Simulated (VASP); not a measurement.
# BaTiO3 (R3m) in VASP: single point with r2SCAN

Aim: the single point of BaTiO3 with r2SCAN.

All numbers are computed with VASP 6.6.1; they aren't measurements. Logs are shortened: lines on timing, memory, paths and dates and some standing lists are left out, and cuts for length are marked.

**1. The cell of the first run**

The structure is trigonal, space group R3m (No. 160). Conventional cell: a = 5.680 Å, b = 5.680 Å, c = 6.994 Å, α = 90.00°, β = 90.00°, γ = 120.00°. Within 3.7 Å of Ba (site symmetry 3m) lie 12 O at 2.78 to 2.93 Å and 8 Ti at 3.40 to 3.59 Å. Ti (site symmetry 3m) has 6 O at 1.87 to 2.16 Å within 2.5 Å. O (site symmetry m) has 2 Ti at 1.87 to 2.16 Å within 2.5 Å.

**2. Single point, r2SCAN**

POSCAR

```
BaTiO3
1.0
    2.8399983158      1.6396737921      2.3313532671
   -2.8399983158      1.6396737921      2.3313532671
    0.0000000000     -3.2793475843      2.3313532671
Ba Ti O
1 1 3
Direct
   -0.0032057792     -0.0032057792     -0.0032057792
    0.4833346603      0.4833346603      0.4833346603
    0.5098255442      0.5098255442      0.0194200304
    0.0194200304      0.5098255442      0.5098255442
    0.5098255442      0.0194200304      0.5098255442
```

INCAR.step1

```
  PREC = Accurate
  ENCUT = 1480
  ISMEAR = 0
  SIGMA = 0.01
  LREAL = False
  LASPH = True
  NELM = 120
  NBANDS = 28
  GGA = PE
  ALGO = Normal
  EDIFF = 1E-5
  LWAVE = True
  LCHARG = False
  GGA_COMPAT = False
```

INCAR.step2

```
  PREC = Accurate
  ENCUT = 1480
  EDIFF = 1E-6
  ISMEAR = 0
  SIGMA = 0.01
  LREAL = False
  LASPH = True
  NELM = 120
  ALGO = Normal
  ISIF = 2
  LWAVE = False
  LCHARG = True
  METAGGA = R2SCAN
  LMIXTAU = True
  LELF = True
  LVHAR = True
  NBANDS = 28
  ISTART = 1
  GGA_COMPAT = False
```

KPOINTS

```
regular mesh
0
Gamma
  6 6 6
```

Potentials or basis: VASP PAW PBE potentials, release 64 (Ba_sv, Ti_sv, O_h).

Command:

```bash
cat potpaw_PBE.64/Ba_sv/POTCAR potpaw_PBE.64/Ti_sv/POTCAR potpaw_PBE.64/O_h/POTCAR > POTCAR
cp INCAR.step1 INCAR
mpirun -np 1 vasp_std > vasp.out
cp INCAR.step2 INCAR
mpirun -np 1 vasp_std > vasp.out
```

OUTCAR:

```text
PREC = Accurate
   ENCUT = 1480
   EDIFF = 1E-6
   ISMEAR = 0
   LREAL = False
   LASPH = True
   NELM = 120
   ISIF = 2
   METAGGA = R2SCAN
   ISTART = 1

 ion  position               nearest neighbor table
   1  0.997  0.997  0.997-   3 2.78   4 2.78   5 2.78   3 2.84   3 2.84   4 2.84   5 2.84   5 2.84
                             4 2.84   3 2.93   4 2.93   5 2.93   2 3.40   2 3.45   2 3.45   2 3.45
   2  0.483  0.483  0.483-   4 1.87   5 1.87   3 1.87   5 2.16   4 2.16   3 2.16   1 3.40   1 3.45
                             1 3.45   1 3.45   1 3.51   1 3.51   1 3.51   1 3.59
   3  0.510  0.510  0.019-   2 1.87   2 2.16   1 2.78   1 2.84   1 2.84   1 2.93
   4  0.019  0.510  0.510-   2 1.87   2 2.16   1 2.78   1 2.84   1 2.84   1 2.93
   5  0.510  0.019  0.510-   2 1.87   2 2.16   1 2.78   1 2.84   1 2.84   1 2.93

  LATTYP: Found a trigonal (rhomboedric) cell.
 ALAT       =     4.0235964800
 COS(alpha) =     0.0035917343

  Lattice vectors:

 A1 = (   2.8399983158,   1.6396737921,   2.3313532671)
 A2 = (  -2.8399983158,   1.6396737921,   2.3313532671)
 A3 = (   0.0000000000,  -3.2793475843,   2.3313532671)

Analysis of symmetry for initial positions (statically):
=====================================================================
 Subroutine PRICEL returns:
 Original cell was already a primitive cell.

 Routine SETGRP: Setting up the symmetry group for a
 trigonal (rhombohedral) supercell.

 Subroutine GETGRP returns: Found  6 space group operations
 (whereof  6 operations were pure point group operations)
 out of a pool of 12 trial point group operations.

The static configuration has the point symmetry C_3v.

Analysis of symmetry for dynamics (positions and initial velocities):
=====================================================================
 Subroutine PRICEL returns:
 Original cell was already a primitive cell.

 Routine SETGRP: Setting up the symmetry group for a
 trigonal (rhombohedral) supercell.

 Subroutine GETGRP returns: Found  6 space group operations
 (whereof  6 operations were pure point group operations)
 out of a pool of 12 trial point group operations.

The dynamic configuration has the point symmetry C_3v.

 Subroutine INISYM returns: Found  6 space group operations
 (whereof  6 operations are pure point group operations),
 and found     1 'primitive' translations

[... 100 lines left out ...]
   EDIFF  = 0.1E-05   stopping-criterion for ELM
   LREAL  =      F    real-space projection
   EDIFFG = 0.1E-04   stopping-criterion for IOM
   NSW    =      0    number of steps for IOM
   IBRION =     -1    ionic relax: 0-MD 1-quasi-New 2-CG
   NFREE  =      0    steps in history (QN), initial steepest desc. (CG)
   ISIF   =      2    stress and relaxation
   ISYM   =      2    0-nonsym 1-usesym 2-fastsym
   POTIM  = 0.5000    time-step for ionic-motion
   TEBEG  =    0.0;   TEEND  =   0.0 temperature during run
   PSTRESS=    0.0 pullay stress
   NELECT =      40.0000    total number of electrons
   NUPDOWN=      -1.0000    fix difference up-down
   EMIN   =  10.00;   EMAX   =-10.00  energy-range for DOS
   EFERMI =   0.00;   METHOD = LEGACY
   ISMEAR =     0;   SIGMA  =   0.01  broadening in eV -4-tet -1-fermi 0-gaus
   EFERMI_NEDOS =   21; number of points for ismear=-14 and -15
   IALGO  =     38    algorithm
   IMIX   =      4    mixing-type and parameters
     AMIX     =   0.40;   BMIX     =  1.00
     AMIX_MAG =   1.60;   BMIX_MAG =  1.00
  volume/ion in A,a.u.               =      13.03        87.91
  Fermi-wavevector in a.u.,A,eV,Ry     =   1.391500  2.629554 26.344582  1.936272
  Thomas-Fermi vector in A             =   2.515333
   LORBIT       =      0    0 simple, 1 ext, 2 COOP (PROOUT), +10 PAW based schemes
   METAGGA = R2SCAN    functional components
   LHFCALC =     F    Hartree Fock is set to
   AEXX    =    0.0000 exact exchange contribution
   IVDW    =     0    specifies the selected vdW correction
   LEPSILON=     F    determine dielectric tensor
   LRPA    =     F    only Hartree local field effects (RPA)
 non-spin polarized calculation
 Gauss-broadening in eV      SIGMA  =   0.01
  energy-cutoff  :     1480.00
  volume of cell :       65.14
 maximum number of plane-waves:      8460
   NGX = 25   NGY = 25   NGZ = 25

 number of electron      40.0000002 magnetization

 Free energy of the ion-electron system (eV)
  ---------------------------------------------------
  ext. energy  EPLUGINS =         0.00000000
  ---------------------------------------------------
  free energy    TOTEN  =       -74.31710400 eV

  energy without entropy =      -74.31710400  energy(sigma->0) =      -74.31710400

 E-fermi :   3.7930     XC(G=0): -11.8103

 val. band max:        3.6858333911   @ k =   0.5000   0.5000   0.5000
 cond. band min:       6.5434868367   @ k =   0.0000   0.0000   0.0000
 fundamental gap:      2.8576534456
 Fermi energy:         3.7930289830

 k-point     1 :       0.0000    0.0000    0.0000
  band No.  band energies     occupation
      1     -54.8186      2.00000
      2     -30.0210      2.00000
      3     -30.0210      2.00000
      4     -30.0197      2.00000
      5     -21.8007      2.00000
      6     -14.0604      2.00000
[... 733 lines left out ...]
     27      12.4260      0.00000
     28      12.9516      0.00000

 [... further k-points ...]

------------------------ aborting loop because EDIFF is reached ----------------------------------------

  FORCE on cell =-STRESS in cart. coord.  units (eV):
  Direction    XX          YY          ZZ          XY          YZ          ZX
  --------------------------------------------------------------------------------------
  -------------------------------------------------------------------------------------
  Total        0.7420973      0.7420973      0.6997496      0.0000000     -0.0000000      0.0000000
  in kB       18.2530972     18.2530972     17.2114862      0.0000000     -0.0000000      0.0000000
  external PRESSURE =      17.9058935 kB  Pullay stress =       0.0000000 kB

 VOLUME and BASIS-vectors are now :
 -----------------------------------------------------------------------------
  energy-cutoff  :     1480.00
  volume of cell :       65.14
      direct lattice vectors                 reciprocal lattice vectors
     2.839998316  1.639673792  2.331353267     0.176056442  0.101646234  0.142978474
    -2.839998316  1.639673792  2.331353267    -0.176056442  0.101646234  0.142978474
     0.000000000 -3.279347584  2.331353267     0.000000000 -0.203292469  0.142978474

 POSITION                                       TOTAL-FORCE (eV/Angst)
 -----------------------------------------------------------------------------------
      0.00000     -0.00000      6.97164        -0.000000     -0.000000      0.034071
      0.00000     -0.00000      3.38047        -0.000000     -0.000000      0.135560
      0.00000      1.60821      2.42244        -0.000000      0.058695     -0.056544
     -1.39275     -0.80411      2.42244        -0.050832     -0.029348     -0.056544
      1.39275     -0.80411      2.42244         0.050832     -0.029348     -0.056544
 -----------------------------------------------------------------------------------
    total drift:                               -0.000000     -0.000000      0.001649

  FREE ENERGIE OF THE ION-ELECTRON SYSTEM (eV)
  ---------------------------------------------------
  free  energy   TOTEN  =       -74.3171039994 eV

  energy  without entropy=      -74.3171039994  energy(sigma->0) =      -74.31710400
```

Run time: 6.8 min. Hardware: 1 thread of Intel Xeon 6975P-C (Granite Rapids), shared host; peak memory 0.58 GiB.

Results:

```
Free energy            : -74.3171 eV
Pressure               : 1.8 GPa
Largest force          : 0.136 eV/Å
Band gap on the k mesh : 2.86 eV (least direct gap 3.32 eV)
```

Forces on the atoms (eV/Å):
```
Ba   0.000  0.000  0.034
Ti   0.000  0.000  0.136
O    0.000  0.059 -0.057
O   -0.051 -0.029 -0.057
O    0.051 -0.029 -0.057
```

Stress tensor (GPa, compression positive):
```
1.83 0.00 0.00
0.00 1.83 0.00
0.00 0.00 1.72
```

Caveat: the PAW data sets were made with another functional, which shifts forces and pressure a little; spin-orbit coupling is left out, which moves the levels of the heavy elements.
